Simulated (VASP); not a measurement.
Write the native input for VASP 6.6.1 that does the following.

- Task: single point
- Functional: PBE
- Potentials or basis: VASP PAW PBE potentials, release 64 (Fe, S)
- Cutoff: 600 eV
- k mesh: 4 × 4 × 4
- Occupations: gaussian, width 0.01 eV
- Spin: no spin polarisation
- Dipole correction: no
- Further INCAR settings: ALGO = Normal; EDIFF = 1e-06; NBANDS = 52

The structure of FeS2 lies in POSCAR:

```
FeS2
1.0
    5.2930455806      0.0000000000      0.0000000000
    0.0000000000      5.2930455806      0.0000000000
    0.0000000000      0.0000000000      5.2930455806
Fe S
4 8
Direct
    0.0000000000      0.5000000000      0.5000000000
    0.5000000000      0.5000000000      0.0000000000
    0.5000000000      0.0000000000      0.5000000000
    0.0000000000      0.0000000000      0.0000000000
    0.3826532222      0.1173467778      0.8826532222
    0.1173467778      0.8826532222      0.3826532222
    0.8826532222      0.3826532222      0.1173467778
    0.6173467778      0.6173467778      0.6173467778
    0.3826532222      0.3826532222      0.3826532222
    0.1173467778      0.6173467778      0.8826532222
    0.8826532222      0.1173467778      0.6173467778
    0.6173467778      0.8826532222      0.1173467778
```

The input as run:

INCAR

```
SYSTEM = FeS2
PREC     = Accurate       ! precision mode
ENCUT    = 600            ! plane-wave cutoff, eV
EDIFF    = 1E-6           ! SCF threshold, eV
ISMEAR   = 0              ! smearing method
SIGMA    = 0.01           ! smearing width, eV
LREAL    = .False.        ! projectors in reciprocal space
LASPH    = .True.         ! aspherical terms in the spheres
NELM     = 120            ! most SCF steps
ALGO     = Normal         ! electronic algorithm
ISIF     = 2              ! what is computed and relaxed
LWAVE    = .False.        ! write WAVECAR
LCHARG   = .True.         ! write CHGCAR
GGA      = PE             ! functional
LELF     = .True.         ! ELF
LVHAR    = .True.       
NBANDS   = 52             ! bands
GGA_COMPAT= .False.
```

KPOINTS

```
regular mesh
0
Gamma
  4 4 4
  0 0 0
```

Potentials or basis: VASP PAW PBE potentials, release 64 (Fe, S).

The run is started by

```sh
$ cat potpaw_PBE.64/Fe/POTCAR potpaw_PBE.64/S/POTCAR > POTCAR
$ mpirun -np 1 vasp_std > vasp.out
```

It gave:

```
Pressure               : 11.5 GPa
Largest force          : 0.007 eV/Å
Band gap on the k mesh : 0.40 eV (least direct gap 0.46 eV)
```

Caveat: the cell stands under pressure.

Wall time 2.9 min on 1 thread of Intel Xeon 8259CL (shared host), peak memory 0.29 GiB.
